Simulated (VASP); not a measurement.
# CdSe (P6/mmm) in VASP: further runs, part 2 of 2

VASP 6.6.1. Earlier steps stand in the parts before.

## (5) Single point, PBE

This run uses another cell than the first one, of 77.19 Å³/atom.

The input, INCAR:

```
SYSTEM = CdSe
PREC = Accurate
ENCUT = 520
EDIFF = 1E-6
ISMEAR = 0
SIGMA = 0.1
LREAL = .FALSE.
LASPH = .TRUE.
NELM = 60
ALGO = Normal
ISIF = 2
LWAVE = .FALSE.
LCHARG = .FALSE.
GGA = PE
NBANDS = 16
```

The input, KPOINTS:

```
regular mesh
0
G
  12 12 12
  0 0 0
```

The input, POSCAR:

```
CdSe
1.0
    6.0913398676      0.0000000000      0.0000000000
   -3.0456699338      5.2752550684      0.0000000000
    0.0000000000      0.0000000000      4.8043788669
Cd Se
1 1
Direct
    0.0000000000      0.0000000000      0.5000000000
    0.0000000000      0.0000000000      0.0000000000
```

Potentials or basis: VASP PAW PBE potentials, release 64 (Cd, Se).

Command:

```bash
> cat potpaw_PBE.64/Cd/POTCAR potpaw_PBE.64/Se/POTCAR > POTCAR
> mpirun -np 1 vasp_std > vasp.out
```

OUTCAR:

```text
SYSTEM = CdSe
   PREC = Accurate
   ENCUT = 520
   EDIFF = 1E-6
   ISMEAR = 0
   LREAL = .FALSE.
   LASPH = .TRUE.
   NELM = 60
   ISIF = 2
   GGA = PE

 ion  position               nearest neighbor table
   1  0.000  0.000  0.500-   2 2.40   2 2.40
   2  0.000  0.000  0.000-   1 2.40   1 2.40

  LATTYP: Found a hexagonal cell.
 ALAT       =     6.0913398676
 C/A-ratio  =     0.7887228379

  Lattice vectors:

 A1 = (   6.0913398676,   0.0000000000,   0.0000000000)
 A2 = (  -3.0456699338,   5.2752550684,   0.0000000000)
 A3 = (   0.0000000000,   0.0000000000,   4.8043788669)

Analysis of symmetry for initial positions (statically):
=====================================================================
 Subroutine PRICEL returns:
 Original cell was already a primitive cell.

 Routine SETGRP: Setting up the symmetry group for a
 hexagonal supercell.

 Subroutine GETGRP returns: Found 24 space group operations
 (whereof 24 operations were pure point group operations)
 out of a pool of 24 trial point group operations.

The static configuration has the point symmetry D_6h.

[... 160 lines left out ...]

 E-fermi :  -3.0004     XC(G=0):  -4.7853

 val. band max:       -3.0949253204   @ k =   0.0000   0.0000   0.5000
 cond. band min:      -2.9977658554   @ k =   0.0000   0.0000   0.0000
 fundamental gap:      0.0971594650
 Fermi energy:        -3.0004340613

 k-point     1 :       0.0000    0.0000    0.0000
  band No.  band energies     occupation
      1     -15.4317      2.00000
      2     -11.6393      2.00000
      3     -11.6393      2.00000
      4     -11.5289      2.00000
      5     -11.5289      2.00000
      6     -10.8696      2.00000
[... 433 lines left out ...]
      3     -11.6442      2.00000
      4     -11.5289      2.00000
      5     -11.5276      2.00000
      6     -10.9530      2.00000
[... 8 lines left out ...]
     15       5.2442      0.00000
     16       6.0796      0.00000

 [... further k-points ...]

------------------------ aborting loop because EDIFF is reached ----------------------------------------

  FORCE on cell =-STRESS in cart. coord.  units (eV):
  Direction    XX          YY          ZZ          XY          YZ          ZX
  --------------------------------------------------------------------------------------
  -------------------------------------------------------------------------------------
  Total        0.0370321      0.0370321      0.4304822      0.0000000     -0.0000000      0.0000000
  in kB        0.3843224      0.3843224      4.4675790      0.0000000     -0.0000000      0.0000000
  external PRESSURE =       1.7454079 kB  Pullay stress =       0.0000000 kB

 VOLUME and BASIS-vectors are now :
 -----------------------------------------------------------------------------
  energy-cutoff  :      520.00
  volume of cell :      154.38
      direct lattice vectors                 reciprocal lattice vectors
     6.091339868  0.000000000  0.000000000     0.164167494  0.094782147  0.000000000
    -3.045669934  5.275255068  0.000000000     0.000000000  0.189564293  0.000000000
     0.000000000  0.000000000  4.804378867     0.000000000  0.000000000  0.208143452

 POSITION                                       TOTAL-FORCE (eV/Angst)
 -----------------------------------------------------------------------------------
      0.00000      0.00000      2.40219        -0.000000      0.000000      0.000000
      0.00000      0.00000      0.00000         0.000000      0.000000      0.000000
 -----------------------------------------------------------------------------------
    total drift:                                0.000000      0.000000      0.000000

  FREE ENERGIE OF THE ION-ELECTRON SYSTEM (eV)
  ---------------------------------------------------
  free  energy   TOTEN  =        -3.5987402677 eV

  energy  without entropy=       -3.5965447289  energy(sigma->0) =       -3.59764250
```

OSZICAR:

```text
N       E                     dE             d eps       ncg     rms          rms(c)
DAV:   1     0.976871042179E+02    0.97687E+02   -0.68745E+03  4256   0.870E+02
DAV:   2     0.113313118340E+01   -0.96554E+02   -0.91377E+02  5136   0.207E+02
DAV:   3    -0.468533523582E+01   -0.58185E+01   -0.57946E+01  4712   0.507E+01
DAV:   4    -0.473018203545E+01   -0.44847E-01   -0.44839E-01  5760   0.448E+00
DAV:   5    -0.473047132937E+01   -0.28929E-03   -0.28929E-03  5104   0.320E-01    0.677E+00
DAV:   6    -0.372432253079E+01    0.10061E+01   -0.16299E+00  5520   0.116E+01    0.478E+00
DAV:   7    -0.360753242234E+01    0.11679E+00   -0.47795E-01  4944   0.383E+00    0.207E+00
DAV:   8    -0.359905153242E+01    0.84809E-02   -0.51176E-02  5112   0.244E+00    0.371E-01
DAV:   9    -0.359775734146E+01    0.12942E-02   -0.13755E-02  4936   0.115E+00    0.148E-01
DAV:  10    -0.359834135520E+01   -0.58401E-03   -0.26976E-03  4952   0.484E-01    0.805E-02
DAV:  11    -0.359875959886E+01   -0.41824E-03   -0.61415E-04  4456   0.181E-01    0.399E-02
DAV:  12    -0.359873514064E+01    0.24458E-04   -0.12886E-04  5616   0.846E-02    0.905E-03
DAV:  13    -0.359874031967E+01   -0.51790E-05   -0.16116E-05  4552   0.293E-02    0.687E-03
DAV:  14    -0.359874026771E+01    0.51963E-07   -0.20188E-06  4360   0.117E-02
   1 F= -.35987403E+01 E0= -.35976425E+01  d E =-.219554E-02
```

stdout:

```text
POSCAR found type information on POSCAR CdSe
 POSCAR found :  2 types and       2 ions
 scaLAPACK will be used
 LDA part: xc-table for (Slater+PW92), standard interpolation
 POSCAR, INCAR and KPOINTS ok, starting setup
 FFT: planning ... GRIDC
 FFT: planning ... GRID_SOFT
 FFT: planning ... GRID
 WAVECAR not read
 entering main loop
```

Run time: 2 min. Hardware: 1 thread of Intel Xeon 6975P-C (Granite Rapids), shared host; peak memory 0.52 GiB.

Results:

```yaml
Free_energy: -3.5987 eV
Pressure: 0.2 GPa
Band_gap_on_the_k_mesh: 0.10 eV (least direct gap 0.88 eV)
```

Levels at points of the mesh, in eV from the valence-band top:
| k point | band 6 | band 7 | band 8 | band 9 | band 10 | band 11 | band 12 | band 13 |
| --- | --- | --- | --- | --- | --- | --- | --- | --- |
| (0.00, 0.00, 0.00) | -7.77 | -2.62 | -0.78 | -0.78 | 0.10 | 4.66 | 6.13 | 6.13 |
| (0.50, 0.00, 0.00) | -7.77 | -2.61 | -1.01 | -0.83 | 0.31 | 4.54 | 5.46 | 5.77 |
| (0.00, 0.00, 0.50) | -8.43 | -3.96 | 0.00 | 0.00 | 3.95 | 3.95 | 4.87 | 5.21 |
| (0.50, 0.00, 0.50) | -8.43 | -3.91 | -0.16 | -0.04 | 2.97 | 3.73 | 5.74 | 6.52 |

Caveat: semilocal functionals underestimate gaps, and a narrow one can read as zero. A k mesh can miss the band edges.

## (6) Relaxation of cell and atoms, PBE

This run uses another cell than the first one, of 42.47 Å³/atom.

The input, INCAR:

```
  ALGO = Normal
  EDIFF = 1E-6
  EDIFFG = -0.01
  ENCUT = 600
  GGA = PE
  IBRION = 2
  ISIF = 3
  ISMEAR = 0
  LASPH = T
  LCHARG = F
  LREAL = F
  LWAVE = F
  NELM = 80
  NSW = 100
  PREC = Accurate
  SIGMA = 0.1
```

The input, KPOINTS:

```
k-points
0
Gamma
  12 12 12
```

The input, POSCAR:

```
CdSe
1.0
    4.4703174389      0.0000000000      0.0000000000
   -2.2351587195      3.8714084651      0.0000000000
    0.0000000000      0.0000000000      4.9079392316
Cd Se
1 1
Direct
    0.0000000000      0.0000000000      0.5000000000
    0.0000000000      0.0000000000      0.0000000000
```

Potentials or basis: VASP PAW PBE potentials, release 64 (Cd, Se).

Command:

```bash
> cat potpaw_PBE.64/Cd/POTCAR potpaw_PBE.64/Se/POTCAR > POTCAR
> mpirun -np 1 vasp_std > vasp.out
```

Run time: 23 min. Hardware: 1 thread of Oxide Virtual Turin-like, shared host; peak memory 0.36 GiB.

Results (log left out):

* Free energy: -3.5797 eV
* Relaxed volume: 61.55 Å³/atom
* Relaxed cell: a = 5.423 Å, b = 5.423 Å, c = 4.832 Å, α = 90.00°, β = 90.00°, γ = 120.00°
* Space group after relaxing (to 0.1 Å): P6/mmm (No. 191)
* Energy gained by relaxing: 15.4 meV/atom
* Ionic steps: 16
* Pressure after relaxing: 0.0 GPa
* Band gap on the k mesh: zero (bands 9 and 10 overlap by 0.25 eV)

Step by step:
```tsv
step	energy change (eV)	largest force (eV/Å)	pressure (GPa)	volume (Å³)
1	0.0000	0.0000	0.11	84.94
2	-0.0006	0.0000	0.14	85.31
3	-0.0021	0.0000	0.22	86.43
4	-0.0043	0.0000	0.40	88.69
5	-0.0046	0.0000	0.81	93.23
6	-0.0053	0.0000	0.62	91.33
7	-0.0054	0.0000	0.62	91.40
8	-0.0056	0.0000	0.62	91.63
9	-0.0062	0.0000	0.61	92.07
10	-0.0073	0.0000	0.59	92.96
11	-0.0095	0.0000	0.57	94.76
12	-0.0136	0.0000	0.52	98.41
13	-0.0210	0.0000	0.44	105.89
14	-0.0274	0.0000	0.38	121.63
15	-0.0307	0.0000	-0.04	123.24
16	-0.0307	0.0000	0.00	123.09
```

Final structure:
```cif
data_structure
_symmetry_space_group_name_H-M 'P 1'
_symmetry_Int_Tables_number 1
_cell_length_a 5.4235
_cell_length_b 5.4235
_cell_length_c 4.8322
_cell_angle_alpha 90.000
_cell_angle_beta 90.000
_cell_angle_gamma 120.000
_cell_volume 123.09
loop_
_atom_site_label
_atom_site_type_symbol
_atom_site_fract_x
_atom_site_fract_y
_atom_site_fract_z
_atom_site_occupancy
Cd1 Cd 0.00000 0.00000 0.50000 1
Se1 Se 0.00000 0.00000 0.00000 1
```

Levels at points of the mesh, in eV from the Fermi level:
| k point | band 5 | band 6 | band 7 | band 8 | band 9 | band 10 | band 11 | band 12 | band 13 |
| --- | --- | --- | --- | --- | --- | --- | --- | --- | --- |
| (0.00, 0.00, 0.00) | -8.52 | -7.89 | -2.72 | -0.73 | -0.73 | -0.25 | 4.89 | 6.45 | 6.45 |
| (0.50, 0.00, 0.00) | -8.51 | -7.87 | -2.69 | -1.24 | -0.84 | 0.19 | 4.34 | 5.60 | 5.92 |
| (0.00, 0.00, 0.50) | -8.51 | -8.51 | -4.13 | 0.00 | 0.00 | 4.27 | 4.27 | 4.59 | 5.08 |
| (0.50, 0.00, 0.50) | -8.51 | -8.51 | -3.97 | -0.38 | -0.09 | 2.53 | 3.86 | 5.62 | 6.56 |

Caveat: the volume moved by over 15 % at a fixed basis, so the end points are rough; semilocal functionals underestimate gaps, and a narrow one can read as zero.

## (7) The runs side by side

```tsv
task	cell	k mesh	cutoff (eV)	smearing	gap on the mesh (eV)	pressure (GPa)	relaxed volume (Å³/atom)
relaxation of cell and atoms	relaxed from a = 3.745, b = 3.745, c = 4.176 Å, angles 90.0, 90.0, 120.0°, 2 atoms	6 × 6 × 4	600	gaussian 0.1 eV	none	0.0	40.48
single point	a = 6.609, b = 6.609, c = 4.802 Å, angles 90.0, 90.0, 120.0°, 2 atoms	6 × 6 × 8	520	gaussian 0.01 eV	0.21	0.1	-
relaxation of cell and atoms	relaxed from a = 6.091, b = 6.091, c = 4.804 Å, angles 90.0, 90.0, 120.0°, 2 atoms	6 × 6 × 8	600	gaussian 0.01 eV	0.06	0.0	77.41
single point	a = 6.091, b = 6.091, c = 4.804 Å, angles 90.0, 90.0, 120.0°, 2 atoms	12 × 12 × 12	520	gaussian 0.1 eV	0.10	0.2	-
relaxation of cell and atoms	relaxed from a = 4.470, b = 4.470, c = 4.908 Å, angles 90.0, 90.0, 120.0°, 2 atoms	12 × 12 × 12	600	gaussian 0.1 eV	none	0.0	61.55
```

Alike in all rows: level PBE; potentials or basis VASP PAW PBE potentials, release 64 (Cd, Se); no spin polarisation.

Caveats: some runs use coarse meshes; semilocal functionals underestimate gaps, and a narrow one can read as zero; the volume moved by over 15 % at a fixed basis, so the end points are rough (at least some runs).

Absolute energies hang on the potentials; compare differences alone.

The gap in the log of VASP goes by the Fermi energy; the results here count the filled bands.